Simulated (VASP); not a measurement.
**Se: single point with PBE-based screened hybrid**

Crystal: Se.

```xyz
3
Lattice="4.3662 0.0000 0.0000 -2.1831 3.7812 0.0000 0.0000 0.0000 4.9536" Properties=species:S:1:pos:R:3 pbc="T T T"
Se    1.6910    2.9289    0.0000
Se   -0.4921    0.8523    3.3024
Se    0.9841    0.0000    1.6512
```

```yaml
Program: VASP 6.6.1
Task: single point
Functional: PBE-based screened hybrid
Potentials_or_basis: VASP PAW PBE potentials, release 64 (Se)
Cutoff: 520 eV
k_mesh: 4 × 4 × 3
Occupations: fermi-dirac, width 0.05 eV
Spin: no spin polarisation
```

```json
{
 "Pressure": "0.6 GPa",
 "Largest force": "0.208 eV/Å",
 "Band gap on the k mesh": "2.42 eV, indirect (least direct gap 2.81 eV)"
}
```

Forces on the atoms (eV/Å):
```
Se   0.104  0.180  0.000
Se   0.104 -0.180  0.000
Se  -0.208  0.000  0.000
```

Stress tensor (GPa, compression positive):
```
0.78 0.00 0.00
0.00 0.78 0.00
0.00 0.00 0.09
```

Levels at points of the mesh, in eV from the valence-band top:
| k point | band 6 | band 7 | band 8 | band 9 | band 10 | band 11 | band 12 | band 13 |
| --- | --- | --- | --- | --- | --- | --- | --- | --- |
| (0.00, 0.00, 0.00) | -3.67 | -2.00 | -2.00 | -0.23 | 3.10 | 3.10 | 3.39 | 7.43 |
| (0.50, 0.00, 0.00) | -3.42 | -2.80 | -1.59 | -0.82 | 3.09 | 3.52 | 5.44 | 6.45 |

Run time: 7 min on 1 thread of Intel(R) Xeon(R) Platinum 8559C (Emerald Rapids) (shared host), peak memory 0.3 GiB.

Caveat: the k points lie up to 0.42 Å⁻¹ apart; the PAW data sets were made with another functional, which shifts forces and pressure a little. A k mesh can miss the band edges.
